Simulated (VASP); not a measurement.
A run of VASP 6.6.1:

Contents of INCAR:

```
  ALGO = Normal
  EDIFF = 1E-6
  ENCUT = 520
  GGA = PS
  ISIF = 2
  ISMEAR = 0
  ISPIN = 2
  LASPH = T
  LCHARG = F
  LORBIT = 11
  LREAL = Auto
  LWAVE = F
  MAGMOM = 0 0 0 0 0 0 0 0 0 0 0 0 0 0 0 0 0
  NBANDS = 52
  NELM = 150
  PREC = Accurate
  SIGMA = 0.02
```

KPOINTS

```
k-points
0
Gamma
  2 2 2
```

POSCAR

```
Si16N
1.0
    0.0000000000      5.4300000000      5.4300000000
    5.4300000000      0.0000000000      5.4300000000
    5.4300000000      5.4300000000      0.0000000000
Si N
16 1
Direct
    0.0140825967     -0.0077606814     -0.0333288214
    0.1323765193      0.1082129834      0.1066669429
    0.0094922652     -0.0189464088      0.4815880295
    0.1449637201      0.1323193370      0.5653241252
    0.0203549724      0.4825523941     -0.0100708103
    0.1531122468      0.5974350829      0.1113293738
   -0.0290766114      0.5036478821      0.5435464088
    0.1487784530      0.6126359116      0.6176874770
    0.5061080110     -0.0047837017     -0.0034862799
    0.6403738490      0.1211721915      0.1113158379
    0.5121582873      0.0053733886      0.4859363720
    0.6370512891      0.1178461326      0.6218185083
    0.5194018416      0.4943699816      0.0003016575
    0.6476385820      0.6220485267      0.1171034070
    0.5221204420      0.4917495396      0.4907611418
    0.6094751381      0.6359327808      0.6316346225
    0.0743546961      0.3860211786      1.3509454880
```

Potentials or basis: VASP PAW PBE potentials, release 64 (Si, N).

Launch:

```bash
$ cat potpaw_PBE.64/Si/POTCAR potpaw_PBE.64/N/POTCAR > POTCAR
$ mpirun -np 1 vasp_std > vasp.out
```

Hardware: 1 thread of Intel Xeon 8259CL (shared host).

Estimate the wall time of this run.

Wall time 19 min on 1 thread of Intel Xeon 8259CL, on a shared host, peak memory 0.72 GiB. Counts: scf iterations 22, k points 8.
